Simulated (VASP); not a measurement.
Here is a VASP 6.6.1 calculation.

The input POSCAR:

```
Li7CaNb8O24
1.0
    2.5949501352      1.4981951591      4.6722232478
   -5.1899002704      2.9963903182      9.3444464955
    0.0000000000     -5.9927806363      9.3444464955
Li Nb O Ca
7 8 24 1
Direct
    0.7186897006      0.3630187917      0.3610910763
    0.2127069177      0.1106546910      0.1093393565
    0.7347124018      0.3612032790      0.8527174592
    0.2271855541      0.1110958592      0.6027161491
    0.7089821729      0.8587958574      0.3673218667
    0.2117315980      0.6074910701      0.1156620372
    0.7188639183      0.8504684043      0.8609657711
    1.0260694531      0.4956418590      0.4943026765
    0.5037815148      0.2480073270      0.2473440775
    0.9929488373      0.4910496084      1.0125183354
    0.5164785632      0.2369359587      0.7557251402
    0.9841038687      1.0115898771      0.4958681298
    0.5007419904      0.7587207572      0.2411250203
    0.9990036208      0.9986927423      1.0005460866
    0.4782946447      0.7493816700      0.7572310620
    0.2950738360      0.3172246288      0.4417654899
    0.6277814831      0.4442280358      0.1449105579
    0.8900636297      0.1436863453      0.3129747127
    0.3894129493      0.0725202458      0.3893834318
    0.7787807237      0.1943375397      0.0670807133
    0.1348709467      0.3894556601      0.1962779828
    0.2702631047      0.3208373961      0.9421658678
    0.6855972740      0.4252128223      0.6452158946
    0.9008729104      0.1330978625      0.8180773521
    0.3988583050      0.0622045018      0.8894275623
    0.7873623064      0.1925013531      0.5675851757
    0.1694013015      0.3863304823      0.6912544680
    0.2882536710      0.8384205334      0.4270581342
    0.6376300185      0.9469041689      0.1329838636
    0.8835727286      0.6368499322      0.3266625151
    0.3899435406      0.5752317452      0.3899900581
    0.7816520928      0.6930289311      0.0715284165
    0.1349547464      0.8888052793      0.1940053243
    0.2657217463      0.8189104884      0.9459921635
    0.6473387113      0.9410027747      0.6331918257
    0.8505604425      0.6397882985      0.8407417293
    0.3809274260      0.5671631435      0.8848112777
    0.7731237386      0.6883341796      0.5793496964
    0.1342952361      0.8823810370      0.6933372768
    0.2377840521      0.6157982795      0.6194014327
```

The input INCAR.step1:

```
PREC     = Accurate       # precision mode
ENCUT    = 520            # plane-wave cutoff, eV
EDIFF    = 1E-5           # SCF threshold, eV
ISMEAR   = -1             # smearing method
SIGMA    = 0.01           # smearing width, eV
LREAL    = Auto         
LASPH    = T              # aspherical terms in the spheres
NELM     = 80             # most SCF steps
ALGO     = Normal         # electronic algorithm
ISIF     = 2              # what is computed and relaxed
LWAVE    = T              # write WAVECAR
GGA      = PE             # functional
NELECT   = 278.0        
NBANDS   = 166            # bands
```

File INCAR.step2:

```
PREC     = Accurate       # precision mode
ENCUT    = 520            # plane-wave cutoff, eV
EDIFF    = 1E-6           # SCF threshold, eV
ISMEAR   = -1             # smearing method
SIGMA    = 0.01           # smearing width, eV
LREAL    = Auto         
LASPH    = T              # aspherical terms in the spheres
NELM     = 80             # most SCF steps
ALGO     = Normal         # electronic algorithm
ISIF     = 2              # what is computed and relaxed
LWAVE    = F              # write WAVECAR
LCHARG   = T              # write CHGCAR
GGA      = PE             # functional
LHFCALC  = T              # exact exchange
HFSCREEN = 0.2079         # screening, 1/A
PRECFOCK = Fast         
LELF     = T              # ELF
LVHAR    = T            
ISTART   = 1            
NELECT   = 278.0        
NBANDS   = 166            # bands
```

The input KPOINTS:

```
Automatic mesh
0
Gamma
  1 1 1
  0.25 0.25 0.25
```

Potentials or basis: VASP PAW PBE potentials, release 64 (Li_sv, Nb_sv, O, Ca_sv).

The run is started by

```bash
$ cat potpaw_PBE.64/Li_sv/POTCAR potpaw_PBE.64/Nb_sv/POTCAR potpaw_PBE.64/O/POTCAR potpaw_PBE.64/Ca_sv/POTCAR > POTCAR
$ cp INCAR.step1 INCAR
$ mpirun -np 1 vasp_std > vasp.out
$ cp INCAR.step2 INCAR
$ mpirun -np 1 vasp_std > vasp.out
```

(1) What does it give for the largest force?

Results:

(1) 0.479 eV/Å.

Caveat: the k points lie up to 1.14 Å⁻¹ apart, too coarse for converged energies, forces and pressures; the cell carries a net charge on a neutralising background, which shifts energy and pressure; the PAW data sets were made with another functional, which shifts forces and pressure a little.
